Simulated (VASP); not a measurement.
# Co (P6_3/mmc) in VASP: further runs, part 2 of 2

VASP 6.6.1. The steps go on from the part before.

## Step 3: Single point, PBE, collinear spin, ferromagnetic start (11.76 Å³/atom)

This run uses another cell than the first one, of 11.76 Å³/atom.

Contents of INCAR:

```
  PREC = Accurate
  ENCUT = 520
  EDIFF = 1E-7
  ISMEAR = 0
  SIGMA = 0.15
  LREAL = False
  LASPH = True
  NELM = 150
  ALGO = Normal
  ISIF = 2
  LWAVE = False
  LCHARG = False
  ISPIN = 2
  MAGMOM = 1.375 1.375
  LORBIT = 11
  NUPDOWN = 2.75
  LMAXMIX = 4
  GGA = PE
  NBANDS = 20
```

Contents of KPOINTS:

```
Automatic mesh
0
Gamma
  24 24 12
```

Contents of POSCAR:

```
Co
1.0
    2.5607048027      0.0000000000      0.0000000000
   -1.2803524014      2.2176354108      0.0000000000
    0.0000000000      0.0000000000      4.1414337872
Co
2
Direct
    0.6666666667      0.3333333333      0.2500000000
    0.3333333333      0.6666666667      0.7500000000
```

Potentials or basis: VASP PAW PBE potentials, release 64 (Co).

Command:

```sh
> cat potpaw_PBE.64/Co/POTCAR > POTCAR
> mpirun -np 1 vasp_std > vasp.out
```

OUTCAR:

```text
PREC = Accurate
   ENCUT = 520
   EDIFF = 1E-7
   ISMEAR = 0
   LREAL = False
   LASPH = True
   NELM = 150
   ISIF = 2
   ISPIN = 2
   LORBIT = 11
   NUPDOWN = 2.75
   GGA = PE

 ion  position               nearest neighbor table
   1  0.667  0.333  0.250-   2 2.54   2 2.54   2 2.54   2 2.54   2 2.54   2 2.54
   2  0.333  0.667  0.750-   1 2.54   1 2.54   1 2.54   1 2.54   1 2.54   1 2.54

  LATTYP: Found a hexagonal cell.
 ALAT       =     2.5607048027
 C/A-ratio  =     1.6173023079

  Lattice vectors:

 A1 = (   2.5607048027,   0.0000000000,   0.0000000000)
 A2 = (  -1.2803524014,   2.2176354108,   0.0000000000)
 A3 = (   0.0000000000,   0.0000000000,   4.1414337872)

Analysis of symmetry for initial positions (statically):
=====================================================================
 Subroutine PRICEL returns:
 Original cell was already a primitive cell.

 Routine SETGRP: Setting up the symmetry group for a
[... 755 lines left out ...]
      3       8.2066      1.00000
      4       8.2281      1.00000
      5       8.2281      1.00000
      6       8.5479      1.00000
[... 541 lines left out ...]
     19      30.6262      0.00000
     20      32.4835      0.00000

 [... further k-points ...]

------------------------ aborting loop because EDIFF is reached ----------------------------------------

  FORCE on cell =-STRESS in cart. coord.  units (eV):
  Direction    XX          YY          ZZ          XY          YZ          ZX
  --------------------------------------------------------------------------------------
  -------------------------------------------------------------------------------------
  Total       -2.5262300     -2.5262300     -2.7463852      0.0000000     -0.0000000      0.0000000
  in kB     -172.1008766   -172.1008766   -187.0990757      0.0000000     -0.0000000      0.0000000
  external PRESSURE =    -177.1002763 kB  Pullay stress =       0.0000000 kB

 VOLUME and BASIS-vectors are now :
 -----------------------------------------------------------------------------
  energy-cutoff  :      520.00
  volume of cell :       23.52
      direct lattice vectors                 reciprocal lattice vectors
     2.560704803  0.000000000  0.000000000     0.390517485  0.225465375  0.000000000
    -1.280352401  2.217635411  0.000000000     0.000000000  0.450930750  0.000000000
     0.000000000  0.000000000  4.141433787     0.000000000  0.000000000  0.241462269

 POSITION                                       TOTAL-FORCE (eV/Angst)
 -----------------------------------------------------------------------------------
      1.28035      0.73921      1.03536         0.000000     -0.000000      0.000000
     -0.00000      1.47842      3.10608        -0.000000      0.000000      0.000000
 -----------------------------------------------------------------------------------
    total drift:                               -0.000000      0.000000     -0.000000

  FREE ENERGIE OF THE ION-ELECTRON SYSTEM (eV)
  ---------------------------------------------------
  free  energy   TOTEN  =       -13.8909592941 eV

  energy  without entropy=      -13.8555574629  energy(sigma->0) =      -13.87325838

 total charge

# of ion       s       p       d       tot
------------------------------------------
    1        0.450   0.449   7.232   8.131
    2        0.450   0.449   7.232   8.131
--------------------------------------------------
tot          0.900   0.897  14.465  16.262

 magnetization (x)

# of ion       s       p       d       tot
------------------------------------------
    1       -0.019  -0.058   1.493   1.417
    2       -0.019  -0.058   1.493   1.417
--------------------------------------------------
tot         -0.038  -0.115   2.987   2.834
```

OSZICAR:

```text
N       E                     dE             d eps       ncg     rms          rms(c)
DAV:   1     0.857155352178E+02    0.85716E+02   -0.78488E+03 35728   0.117E+03
DAV:   2    -0.117182356975E+02   -0.97434E+02   -0.88721E+02 34588   0.215E+02
DAV:   3    -0.160751569129E+02   -0.43569E+01   -0.41545E+01 38752   0.552E+01
DAV:   4    -0.161415524969E+02   -0.66396E-01   -0.66337E-01 41924   0.598E+00
DAV:   5    -0.161434961569E+02   -0.19437E-02   -0.19435E-02 39600   0.974E-01    0.140E+01
DAV:   6    -0.145459136925E+02    0.15976E+01   -0.88994E+00 38336   0.597E+01    0.795E+00
DAV:   7    -0.139225013423E+02    0.62341E+00   -0.16743E+00 38528   0.235E+01    0.331E+00
DAV:   8    -0.139040629201E+02    0.18438E-01   -0.16490E-02 45416   0.115E+00    0.133E+00
DAV:   9    -0.138925571338E+02    0.11506E-01   -0.20899E-03 54728   0.786E-01    0.379E-01
DAV:  10    -0.138909353950E+02    0.16217E-02   -0.59652E-04 43568   0.250E-01    0.890E-02
DAV:  11    -0.138909566278E+02   -0.21233E-04   -0.46144E-05 36804   0.667E-02    0.487E-02
DAV:  12    -0.138909601751E+02   -0.35473E-05   -0.10512E-06 50460   0.878E-03    0.208E-02
DAV:  13    -0.138909583604E+02    0.18147E-05   -0.10565E-06 50944   0.132E-02    0.653E-03
DAV:  14    -0.138909591621E+02   -0.80170E-06   -0.21042E-07 35800   0.463E-03    0.109E-03
DAV:  15    -0.138909592931E+02   -0.13092E-06   -0.83529E-09 17772   0.944E-04    0.261E-04
DAV:  16    -0.138909592941E+02   -0.10778E-08   -0.24169E-09 17640   0.463E-04
   1 F= -.13890959E+02 E0= -.13873258E+02  d E =-.354018E-01  mag=     2.7500
```

stdout:

```text
POSCAR found type information on POSCAR Co
 POSCAR found :  1 types and       2 ions
 scaLAPACK will be used
 LDA part: xc-table for (Slater+PW92), standard interpolation
 POSCAR, INCAR and KPOINTS ok, starting setup
 FFT: planning ... GRIDC
 FFT: planning ... GRID_SOFT
 FFT: planning ... GRID
 WAVECAR not read
 entering main loop
```

Run time: 8.5 min. Hardware: 1 thread of Intel Xeon 8259CL, shared host; peak memory 0.37 GiB.

What came out:

```
Free energy                                           : -13.8910 eV
Pressure                                              : -17.7 GPa
Net moment                                            : 2.75 μB per cell
Site moments                                          : Co +1.42 μB
Valence electrons inside the program's atomic spheres : Co 8.13
```

Caveat: the cell stands under tension; the total moment is fixed, so each spin has its own Fermi level.

## Step 4: Single point, PBE, collinear spin, ferromagnetic start (11.76 Å³/atom)

This run uses another cell than the first one, of 11.76 Å³/atom.

Contents of INCAR:

```
ALGO = Normal
EDIFF = 1E-7
ENCUT = 520
GGA = PE
ISIF = 2
ISMEAR = 0
ISPIN = 2
LASPH = True
LCHARG = False
LMAXMIX = 4
LORBIT = 11
LREAL = False
LWAVE = False
MAGMOM = 1.925 1.925
NBANDS = 20
NELM = 150
NUPDOWN = 3.85
PREC = Accurate
SIGMA = 0.15
```

Contents of KPOINTS:

```
k-points
0
Gamma
  24 24 12
```

POSCAR is that of step 3.

Potentials or basis: VASP PAW PBE potentials, release 64 (Co).

Command:

```sh
> cat potpaw_PBE.64/Co/POTCAR > POTCAR
> mpirun -np 1 vasp_std > vasp.out
```

OUTCAR:

```text
EDIFF = 1E-7
   ENCUT = 520
   GGA = PE
   ISIF = 2
   ISMEAR = 0
   ISPIN = 2
   LASPH = True
   LORBIT = 11
   LREAL = False
   NELM = 150
   NUPDOWN = 3.85
   PREC = Accurate

 ion  position               nearest neighbor table
   1  0.667  0.333  0.250-   2 2.54   2 2.54   2 2.54   2 2.54   2 2.54   2 2.54
   2  0.333  0.667  0.750-   1 2.54   1 2.54   1 2.54   1 2.54   1 2.54   1 2.54

  LATTYP: Found a hexagonal cell.
 ALAT       =     2.5607048027
 C/A-ratio  =     1.6173023079

  Lattice vectors:
[... 1324 lines left out ...]
  external PRESSURE =     -99.9098958 kB  Pullay stress =       0.0000000 kB

 VOLUME and BASIS-vectors are now :
 -----------------------------------------------------------------------------
  energy-cutoff  :      520.00
  volume of cell :       23.52
      direct lattice vectors                 reciprocal lattice vectors
     2.560704803  0.000000000  0.000000000     0.390517485  0.225465375  0.000000000
    -1.280352401  2.217635411  0.000000000     0.000000000  0.450930750  0.000000000
     0.000000000  0.000000000  4.141433787     0.000000000  0.000000000  0.241462269

 POSITION                                       TOTAL-FORCE (eV/Angst)
 -----------------------------------------------------------------------------------
      1.28035      0.73921      1.03536         0.000000      0.000000     -0.000000
     -0.00000      1.47842      3.10608        -0.000000      0.000000      0.000000
 -----------------------------------------------------------------------------------
    total drift:                               -0.000000      0.000000     -0.000000

  FREE ENERGIE OF THE ION-ELECTRON SYSTEM (eV)
  ---------------------------------------------------
  free  energy   TOTEN  =       -13.8758859298 eV

  energy  without entropy=      -13.8511344136  energy(sigma->0) =      -13.86351017

 total charge

# of ion       s       p       d       tot
------------------------------------------
    1        0.468   0.473   7.178   8.118
    2        0.468   0.473   7.178   8.118
--------------------------------------------------
tot          0.935   0.945  14.356  16.237

 magnetization (x)

# of ion       s       p       d       tot
------------------------------------------
    1       -0.001  -0.024   1.962   1.937
    2       -0.001  -0.024   1.962   1.937
--------------------------------------------------
tot         -0.002  -0.048   3.925   3.875
```

stdout:

```text
POSCAR found type information on POSCAR Co
 POSCAR found :  1 types and       2 ions
 scaLAPACK will be used
 LDA part: xc-table for (Slater+PW92), standard interpolation
 POSCAR, INCAR and KPOINTS ok, starting setup
 FFT: planning ... GRIDC
 FFT: planning ... GRID_SOFT
 FFT: planning ... GRID
 WAVECAR not read
 entering main loop
```

Run time: 7.8 min. Hardware: 1 thread of Intel Xeon 8259CL, shared host; peak memory 0.37 GiB.

Results:

```yaml
Free_energy: -13.8759 eV
Pressure: -10.0 GPa
Net_moment: 3.85 μB per cell
Site_moments: Co +1.94 μB
Valence_electrons_inside_the_program's_atomic_spheres: Co 8.12
```

Stress tensor (GPa, compression positive):
```
-10.72   0.00   0.00
  0.00 -10.72   0.00
  0.00   0.00  -8.53
```

Caveat: the cell stands under tension; the total moment is fixed, so each spin has its own Fermi level.

## Step 5: Overview

| fixed moment (μB) | cell | pressure (GPa) | moment (μB) |
| --- | --- | --- | --- |
| 1.1 | a = 2.686, b = 2.686, c = 4.344 Å, angles 90.0, 90.0, 120.0°, 2 atoms | -34.6 | 1.10 |
| 2.75 | a = 2.561, b = 2.561, c = 4.141 Å, angles 90.0, 90.0, 120.0°, 2 atoms | -17.7 | 2.75 |
| 3.85 | a = 2.561, b = 2.561, c = 4.141 Å, angles 90.0, 90.0, 120.0°, 2 atoms | -10.0 | 3.85 |

Alike in all rows: task single point; level PBE; potentials or basis VASP PAW PBE potentials, release 64 (Co); spin collinear, ferromagnetic start; k mesh 24 × 24 × 12; cutoff (eV) 520; smearing gaussian 0.15 eV.

Caveats: the cell stands under tension; the total moment is fixed, so each spin has its own Fermi level.

Absolute energies hang on the potentials; compare differences alone.
